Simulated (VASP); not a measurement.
# Te: electric field gradients with LDA

Crystal: Te.

```
Te
1.0
     4.45800    0.02229    0.02229
    -2.20970    3.84960    0.00816
     0.02962    0.02962    5.92500
Te
3
Direct
  0.74500 0.00000 0.33333
  0.00000 0.74500 0.66667
  0.25500 0.25500 0.00000
```

This cell differs from its parent crystal: equal xy, yz and zx shear strains of +1 %.

* Program: VASP 6.6.1
* Task: electric field gradients
* Functional: LDA
* Potentials or basis: VASP PAW LDA potentials, release 64 (Te)
* Cutoff: 520 eV
* k mesh: 9 × 9 × 6
* Occupations: fermi-dirac, width 0.08 eV
* Spin: no spin polarisation
* Dipole correction: no
* Further INCAR settings: ALGO = Normal; EDIFF = 1e-08; NBANDS = 16

```
Pressure                                : -0.2 GPa
Largest force                           : 0.568 eV/Å
Band gap on the k mesh                  : 0.07 eV
Largest electric field gradient by atom : Te -548.2, -565.5, -555.1 V/Å²
```

Forces in eV/Å, atoms in the order of the input:
```
Te  -0.566 -0.015  0.051
Te   0.270 -0.407  0.051
Te   0.296  0.422 -0.102
```

Stress tensor (GPa, compression positive):
```
-0.17  0.05 -0.29
 0.05 -0.62 -0.50
-0.29 -0.50  0.32
```

Levels at points of the mesh, in eV from the valence-band top:
```tsv
k point	band 6	band 7	band 8	band 9	band 10	band 11	band 12	band 13
(0.00, 0.00, 0.00)	-2.87	-1.65	-1.63	-0.61	0.98	1.11	1.74	4.81
(0.00, 0.00, 0.50)	-2.63	-1.35	-1.12	-1.08	0.59	0.69	0.74	3.99
```

Electric field gradients, principal values (V/Å²):
```
atom    least   middle  greatest (by size)
1 Te  173.781  374.381            -548.162
2 Te  179.533  386.002            -565.535
3 Te  177.996  377.137            -555.133
```

Wall time 9.1 min on 1 thread of AMD EPYC 7R13, with other jobs on the host, peak memory 0.39 GiB.

Caveat: the cell differs from its parent crystal (equal xy, yz and zx shear strains of +1 %); the smearing spreads over this small gap; without QUAD_EFG the Cq values of the log hold for a quadrupole moment of 1 mb, not for the nuclei; spin-orbit coupling is left out, which moves the levels of the heavy elements. A k mesh can miss the band edges.
